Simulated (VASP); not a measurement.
Here is a VASP 6.6.1 calculation.

File INCAR:

```
SYSTEM = Te
PREC     = Accurate       ! precision mode
ENCUT    = 520            ! plane-wave cutoff, eV
EDIFF    = 1E-7           ! SCF threshold, eV
ISMEAR   = -1             ! smearing method
SIGMA    = 0.1            ! smearing width, eV
LREAL    = .FALSE.        ! projectors in reciprocal space
LASPH    = .TRUE.         ! aspherical terms in the spheres
NELM     = 100            ! most SCF steps
ALGO     = Normal         ! electronic algorithm
ISIF     = 2              ! what is computed and relaxed
LWAVE    = .FALSE.        ! write WAVECAR
LCHARG   = .FALSE.        ! write CHGCAR
GGA      = PS             ! functional
NBANDS   = 20             ! bands
```

KPOINTS

```
regular mesh
0
G
  10 10 4
  0 0 0
```

The input POSCAR:

```
Te
1.0
    3.9660541474      0.0000000000      0.0000000000
   -1.9830270737      3.4347036444      0.0000000000
    0.0000000000      0.0000000000      8.4528556035
Te
4
Direct
    1.0000000000      0.0000000000      0.0000000000
    1.0000000000      0.0000000000      0.5000000000
    0.3333333333      0.6666666667      0.2500000000
    0.6666666667      0.3333333333      0.7500000000
```

Potentials or basis: VASP PAW PBE potentials, release 64 (Te).

Command:

```bash
$ cat potpaw_PBE.64/Te/POTCAR > POTCAR
$ mpirun -np 1 vasp_std > vasp.out
```

Task: What does it give for the pressure?

Result: 2.7 GPa.

Task: Predict the band gap on the k mesh.

Result: Zero (bands 12 and 13 overlap by 2.34 eV).

Stress tensor (GPa, compression positive):
```
2.35 0.00 0.00
0.00 2.35 0.00
0.00 0.00 3.40
```

Caveat: the PAW data sets were made with another functional, which shifts forces and pressure a little; spin-orbit coupling is left out, which moves the levels of the heavy elements.
